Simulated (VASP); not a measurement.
TaN:

```
CELL_PARAMETERS angstrom
3.13297 0.00000 0.00000
-1.56649 2.71323 0.00000
0.00000 0.00000 6.08751
ATOMIC_POSITIONS crystal
Ta 0.33333 0.66667 0.03142
Ta 0.66667 0.33333 0.53142
N 0.33333 0.66667 0.35358
N 0.66667 0.33333 0.85358
```

Base run:

- Program: VASP 6.6.1
- Functional: r2SCAN
- Potentials or basis: VASP PAW PBE potentials, release 64 (Ta_pv, N)
- Cutoff: 520 eV
- k mesh: 6 × 6 × 4
- Occupations: gaussian, width 0.1 eV
- Spin: no spin polarisation

Its results: band gap on the k mesh 0.08 eV, indirect (least direct gap 0.79 eV); pressure 1.3 GPa; largest force 0.041 eV/Å.

Question: The run is repeated on the same cell with these changes: potentials or basis from VASP PAW PBE potentials, release 64 (Ta_pv, N) to VASP PAW PBE potentials, release 64 (Ta_sv_GW, N); cutoff from 520 eV to 660 eV; further incar settings from ALGO = Normal; EDIFF = 1e-07; NBANDS = 24 to ALGO = Normal; EDIFF = 1e-06; NBANDS = 26; valence electrons from 32 to 36. What comes out?

Answer: Band gap on the k mesh 0.09 eV, indirect (least direct gap 0.79 eV); pressure 0.2 GPa; largest force 0.030 eV/Å.

Caveats: the PAW data sets were made with another functional, which shifts forces and pressure a little; spin-orbit coupling is left out, which moves the levels of the heavy elements.

A k mesh can miss the band edges.
